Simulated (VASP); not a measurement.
# Sb in VASP: further runs

Runs on Sb. Level: LDA. Tasks: single point.

All numbers are computed with VASP 6.6.1; they aren't measurements. Logs are shortened: lines on timing, memory, paths and dates and some standing lists are left out, and cuts for length are marked.

**1. The cell of the first run**

Symmetry: Fm-3m, No. 225, cubic system. The conventional cell has a = 4.505 Å, b = 4.505 Å, c = 4.505 Å, α = 90.00°, β = 90.00°, γ = 90.00°. Sb (site symmetry m-3m) has 12 Sb at 3.19 Å within 4.2 Å.

**2. Single point, LDA (strain -0.050 along x and y, -0.050 along z)**

Contents of INCAR:

```
  ALGO = Normal
  EDIFF = 1E-6
  ENCUT = 520
  ISIF = 2
  ISMEAR = 0
  LASPH = True
  LCHARG = False
  LREAL = False
  LWAVE = False
  NBANDS = 8
  NELM = 80
  PREC = Accurate
  SIGMA = 0.15
```

Contents of KPOINTS:

```
k-points
0
Gamma
  18 18 18
```

Contents of POSCAR:

```
Sb
1.0
    0.0000000000      2.2526803955      2.2526803955
    2.2526803955      0.0000000000      2.2526803955
    2.2526803955      2.2526803955      0.0000000000
Sb
1
Direct
    0.0000000000      0.0000000000      0.0000000000
```

Potentials or basis: VASP PAW LDA potentials, release 64 (Sb).

Started as:

```console
$ cat potpaw_LDA.64/Sb/POTCAR > POTCAR
$ mpirun -np 1 vasp_std > vasp.out
```

OUTCAR:

```text
EDIFF = 1E-6
   ENCUT = 520
   ISIF = 2
   ISMEAR = 0
   LASPH = True
   LREAL = False
   NELM = 80
   PREC = Accurate

 ion  position               nearest neighbor table
   1  0.000  0.000  0.000-

  LATTYP: Found a face centered cubic cell.
 ALAT       =     4.5053607910

  Lattice vectors:

 A1 = (   0.0000000000,   2.2526803955,   2.2526803955)
 A2 = (   2.2526803955,   0.0000000000,   2.2526803955)
 A3 = (   2.2526803955,   2.2526803955,   0.0000000000)

Analysis of symmetry for initial positions (statically):
=====================================================================
 Subroutine PRICEL returns:
 Original cell was already a primitive cell.

 Routine SETGRP: Setting up the symmetry group for a
 face centered cubic supercell.

 Subroutine GETGRP returns: Found 48 space group operations
 (whereof 48 operations were pure point group operations)
 out of a pool of 48 trial point group operations.

The static configuration has the point symmetry O_h .

Analysis of symmetry for dynamics (positions and initial velocities):
=====================================================================
 Subroutine PRICEL returns:
 Original cell was already a primitive cell.

 Routine SETGRP: Setting up the symmetry group for a
 face centered cubic supercell.

 Subroutine GETGRP returns: Found 48 space group operations
 (whereof 48 operations were pure point group operations)
 out of a pool of 48 trial point group operations.

The dynamic configuration has the point symmetry O_h .

 Subroutine INISYM returns: Found 48 space group operations
 (whereof 48 operations are pure point group operations),
 and found     1 'primitive' translations

----------------------------------------------------------------------------------------

                                     Primitive cell

  volume of cell :      22.8628

  direct lattice vectors                    reciprocal lattice vectors
     0.000000000  2.252680396  2.252680396    -0.221957807  0.221957807  0.221957807
     2.252680396  0.000000000  2.252680396     0.221957807 -0.221957807  0.221957807
     2.252680396  2.252680396  0.000000000     0.221957807  0.221957807 -0.221957807

  length of vectors
     3.185771167  3.185771167  3.185771167     0.384442199  0.384442199  0.384442199

  position of ions in fractional coordinates (direct lattice)
     0.000000000  0.000000000  0.000000000

  ion indices of the primitive-cell ions
[... 70 lines left out ...]
   LSORBIT =      F    spin-orbit coupling
   LASPH  =      T    aspherical Exc in radial PAW
   ENCUT  =  520.0 eV  38.22 Ry    6.18 a.u.   5.92  5.92  5.92*2*pi/ulx,y,z
   NELM   =     80;   NELMIN=  2; NELMDL= -5     # of ELM steps
   EDIFF  = 0.1E-05   stopping-criterion for ELM
   LREAL  =      F    real-space projection
   EDIFFG = 0.1E-04   stopping-criterion for IOM
   NSW    =      0    number of steps for IOM
   IBRION =     -1    ionic relax: 0-MD 1-quasi-New 2-CG
   NFREE  =      0    steps in history (QN), initial steepest desc. (CG)
   ISIF   =      2    stress and relaxation
   ISYM   =      2    0-nonsym 1-usesym 2-fastsym
   POTIM  = 0.5000    time-step for ionic-motion
   TEBEG  =    0.0;   TEEND  =   0.0 temperature during run
   PSTRESS=    0.0 pullay stress
   NELECT =       5.0000    total number of electrons
   NUPDOWN=      -1.0000    fix difference up-down
   EMIN   =  10.00;   EMAX   =-10.00  energy-range for DOS
   EFERMI =   0.00;   METHOD = LEGACY
   ISMEAR =     0;   SIGMA  =   0.15  broadening in eV -4-tet -1-fermi 0-gaus
   EFERMI_NEDOS =   21; number of points for ismear=-14 and -15
   IALGO  =     38    algorithm
   IMIX   =      4    mixing-type and parameters
     AMIX     =   0.40;   BMIX     =  1.00
     AMIX_MAG =   1.60;   BMIX_MAG =  1.00
  volume/ion in A,a.u.               =      22.86       154.29
  Fermi-wavevector in a.u.,A,eV,Ry     =   0.986329  1.863892 13.236366  0.972845
  Thomas-Fermi vector in A             =   2.117702
   LORBIT       =      0    0 simple, 1 ext, 2 COOP (PROOUT), +10 PAW based schemes
   GGA     = CA    functional components
   LHFCALC =     F    Hartree Fock is set to
   AEXX    =    0.0000 exact exchange contribution
   IVDW    =     0    specifies the selected vdW correction
   LEPSILON=     F    determine dielectric tensor
   LRPA    =     F    only Hartree local field effects (RPA)
 non-spin polarized calculation
 Gauss-broadening in eV      SIGMA  =   0.15
  energy-cutoff  :      520.00
  volume of cell :       22.86
 maximum number of plane-waves:       636
   NGX = 11   NGY = 11   NGZ = 11

 number of electron       5.0000000 magnetization

 Free energy of the ion-electron system (eV)
  ---------------------------------------------------
  ext. energy  EPLUGINS =         0.00000000
  ---------------------------------------------------
  free energy    TOTEN  =        -4.44642786 eV

  energy without entropy =       -4.44048703  energy(sigma->0) =       -4.44345745

 E-fermi :  10.7788     XC(G=0): -11.0894

 val. band max:       10.7350906197   @ k =  -0.2222   0.3889   0.1667
 cond. band min:      10.7826756016   @ k =  -0.3333   0.3889   0.1111
 fundamental gap:      0.0475849820
 Fermi energy:        10.7788393972

 k-point     1 :       0.0000    0.0000    0.0000
  band No.  band energies     occupation
      1      -3.6062      2.00000
      2      17.2436      0.00000
      3      17.2436      0.00000
      4      17.2436      0.00000
      5      21.0023      0.00000
      6      21.0024      0.00000
      7      21.0024      0.00000
      8      21.0024      0.00000
[... 243 lines left out ...]
 k-point    24 :      -0.2222    0.0556    0.0000
  band No.  band energies     occupation
      1      -2.2172      2.00000
      2      10.3102      1.99999
      3      14.8064      0.00000
      4      16.5312      0.00000
      5      19.9241      0.00000
      6      21.1936      0.00000
      7      21.4561      0.00000
      8      23.3561      0.00000

 [... further k-points ...]
[... 5 lines left out ...]
  --------------------------------------------------------------------------------------
  -------------------------------------------------------------------------------------
  Total        1.5822324      1.5822324      1.5822324      0.0000000     -0.0000000     -0.0000000
  in kB      110.8797197    110.8797197    110.8797197      0.0000000     -0.0000000     -0.0000000
  external PRESSURE =     110.8797197 kB  Pullay stress =       0.0000000 kB

 VOLUME and BASIS-vectors are now :
 -----------------------------------------------------------------------------
  energy-cutoff  :      520.00
  volume of cell :       22.86
      direct lattice vectors                 reciprocal lattice vectors
     0.000000000  2.252680396  2.252680396    -0.221957807  0.221957807  0.221957807
     2.252680396  0.000000000  2.252680396     0.221957807 -0.221957807  0.221957807
     2.252680396  2.252680396  0.000000000     0.221957807  0.221957807 -0.221957807

 POSITION                                       TOTAL-FORCE (eV/Angst)
 -----------------------------------------------------------------------------------
      0.00000      0.00000      0.00000         0.000000      0.000000      0.000000
 -----------------------------------------------------------------------------------
    total drift:                                0.000000      0.000000      0.000000

  FREE ENERGIE OF THE ION-ELECTRON SYSTEM (eV)
  ---------------------------------------------------
  free  energy   TOTEN  =        -4.4464278592 eV

  energy  without entropy=       -4.4404870311  energy(sigma->0) =       -4.44345745
```

OSZICAR:

```text
N       E                     dE             d eps       ncg     rms          rms(c)
DAV:   1     0.520643294670E+01    0.52064E+01   -0.17485E+03  3192   0.421E+02
DAV:   2    -0.435349050577E+01   -0.95599E+01   -0.92618E+01  4456   0.554E+01
DAV:   3    -0.445513870327E+01   -0.10165E+00   -0.10130E+00  3784   0.646E+00
DAV:   4    -0.445540406934E+01   -0.26537E-03   -0.26536E-03  4840   0.403E-01
DAV:   5    -0.445540455739E+01   -0.48805E-06   -0.48801E-06  3952   0.111E-02    0.242E+00
DAV:   6    -0.444980697835E+01    0.55976E-02   -0.70993E-04  4496   0.119E-01    0.142E+00
DAV:   7    -0.444643552906E+01    0.33714E-02   -0.15862E-03  3352   0.178E-01    0.241E-02
DAV:   8    -0.444642830653E+01    0.72225E-05   -0.20421E-05  4968   0.351E-02    0.110E-02
DAV:   9    -0.444642785921E+01    0.44731E-06   -0.30077E-07  3456   0.347E-03
   1 F= -.44464279E+01 E0= -.44434574E+01  d E =-.594083E-02
```

stdout:

```text
POSCAR found type information on POSCAR Sb
 POSCAR found :  1 types and       1 ions
 scaLAPACK will be used
 LDA part: xc-table for (Slater(with rela. corr.)+CA(PZ))
 , standard interpolation
 POSCAR, INCAR and KPOINTS ok, starting setup
 FFT: planning ... GRIDC
 FFT: planning ... GRID_SOFT
 FFT: planning ... GRID
 WAVECAR not read
 entering main loop
```

It took 41 s on 1 thread of AMD EPYC 7R13, shared host; peak memory 0.12 GiB.

Results:

| Property | Result |
| --- | --- |
| Free energy | -4.4464 eV |
| Pressure | 11.1 GPa |

Caveat: the cell differs from its parent crystal (strain -0.050 along x and y, -0.050 along z); spin-orbit coupling is left out, which moves the levels of the heavy elements.

**3. Single point, LDA (strain -0.050 along x and y, +0.000 along z)**

Contents of INCAR:

```
  PREC = Accurate
  ENCUT = 520
  EDIFF = 1E-7
  ISMEAR = 0
  SIGMA = 0.15
  LREAL = F
  LASPH = T
  NELM = 100
  ALGO = Normal
  ISIF = 2
  LWAVE = F
  LCHARG = T
  GGA = CA
  LELF = T
  LVHAR = T
  NBANDS = 8
```

Contents of KPOINTS:

```
regular mesh
0
Gamma
  18 18 18
```

Contents of POSCAR:

```
Sb
1.0
    0.0000000000      2.2526803955      2.3712425216
    2.2526803955      0.0000000000      2.3712425216
    2.2526803955      2.2526803955      0.0000000000
Sb
1
Direct
    0.0000000000      0.0000000000      0.0000000000
```

Potentials or basis: VASP PAW LDA potentials, release 64 (Sb).

Started as:

```console
$ cat potpaw_LDA.64/Sb/POTCAR > POTCAR
$ mpirun -np 1 vasp_std > vasp.out
```

OUTCAR:

```text
PREC = Accurate
   ENCUT = 520
   EDIFF = 1E-7
   ISMEAR = 0
   LREAL = F
   LASPH = T
   NELM = 100
   ISIF = 2
   GGA = CA

 ion  position               nearest neighbor table
   1  0.000  0.000  0.000-

  LATTYP: Found a body centered tetragonal cell.
 ALAT       =     3.1857711670
 C/A-ratio  =     1.4886458551

  Lattice vectors:

 A1 = (  -2.2526803955,   0.0000000000,   2.3712425216)
 A2 = (   2.2526803955,   0.0000000000,   2.3712425216)
 A3 = (   0.0000000000,   2.2526803955,  -2.3712425216)

Analysis of symmetry for initial positions (statically):
=====================================================================
 Subroutine PRICEL returns:
 Original cell was already a primitive cell.

 Routine SETGRP: Setting up the symmetry group for a
 body centered tetragonal supercell.

 Subroutine GETGRP returns: Found 16 space group operations
 (whereof 16 operations were pure point group operations)
 out of a pool of 16 trial point group operations.

The static configuration has the point symmetry D_4h.

Analysis of symmetry for dynamics (positions and initial velocities):
[... 152 lines left out ...]
  ---------------------------------------------------
  free energy    TOTEN  =        -4.51018711 eV

  energy without entropy =       -4.50282623  energy(sigma->0) =       -4.50650667

 E-fermi :   9.9780     XC(G=0): -10.8607

 val. band max:        9.9722251488   @ k =  -0.3333   0.4444   0.1111
 cond. band min:       9.9854267232   @ k =  -0.3889   0.2222   0.1667
 fundamental gap:      0.0132015744
 Fermi energy:         9.9779978895

 k-point     1 :       0.0000    0.0000    0.0000
  band No.  band energies     occupation
      1      -3.9074      2.00000
      2      16.0494      0.00000
      3      16.0494      0.00000
      4      16.0637      0.00000
      5      19.8798      0.00000
      6      20.2066      0.00000
      7      20.2066      0.00000
      8      20.3011      0.00000
[... 243 lines left out ...]
 k-point    24 :      -0.2222    0.0556    0.0000
  band No.  band energies     occupation
      1      -2.5586      2.00000
      2       9.4303      2.00000
      3      13.5438      0.00000
      4      15.6709      0.00000
      5      18.9716      0.00000
      6      20.6902      0.00000
      7      20.7471      0.00000
      8      22.1447      0.00000

 [... further k-points ...]
[... 5 lines left out ...]
  --------------------------------------------------------------------------------------
  -------------------------------------------------------------------------------------
  Total        0.8228591      0.8228591      0.9347432      0.0000000      0.0000000      0.0000000
  in kB       54.7811236     54.7811236     62.2297108      0.0000000      0.0000000      0.0000000
  external PRESSURE =      57.2639860 kB  Pullay stress =       0.0000000 kB

 VOLUME and BASIS-vectors are now :
 -----------------------------------------------------------------------------
  energy-cutoff  :      520.00
  volume of cell :       24.07
      direct lattice vectors                 reciprocal lattice vectors
     0.000000000  2.252680396  2.371242522    -0.221957807  0.221957807  0.210859916
     2.252680396  0.000000000  2.371242522     0.221957807 -0.221957807  0.210859916
     2.252680396  2.252680396  0.000000000     0.221957807  0.221957807 -0.210859916

 POSITION                                       TOTAL-FORCE (eV/Angst)
 -----------------------------------------------------------------------------------
      0.00000      0.00000      0.00000         0.000000      0.000000      0.000000
 -----------------------------------------------------------------------------------
    total drift:                                0.000000      0.000000     -0.000000

  FREE ENERGIE OF THE ION-ELECTRON SYSTEM (eV)
  ---------------------------------------------------
  free  energy   TOTEN  =        -4.5101871135 eV

  energy  without entropy=       -4.5028262343  energy(sigma->0) =       -4.50650667
```

It took 1.9 min on 1 thread of AMD EPYC 7R13, shared host; peak memory 0.17 GiB.

Results:

```
Free energy : -4.5102 eV
Pressure    : 5.7 GPa
```

Stress tensor (GPa, compression positive):
```
5.48 0.00 0.00
0.00 5.48 0.00
0.00 0.00 6.22
```

Levels at points of the mesh, in eV from the Fermi level:
```
           k point  band 1  band 2  band 3  band 4  band 5  band 6  band 7
(0.00, 0.00, 0.00)  -13.89    6.07    6.07    6.09    9.90   10.23   10.23
(0.50, 0.00, 0.00)   -9.50   -6.55    3.60    4.59    8.27    9.42    9.64
(0.50, 0.50, 0.00)   -8.09   -5.83    0.84    0.84    4.82    4.94   17.03
(0.50, 0.00, 0.50)   -7.30   -5.39   -0.06    0.35    4.05    4.45   16.83
```

Caveat: the cell differs from its parent crystal (strain -0.050 along x and y, +0.000 along z); spin-orbit coupling is left out, which moves the levels of the heavy elements.

(Continued in part 2 of 2.)
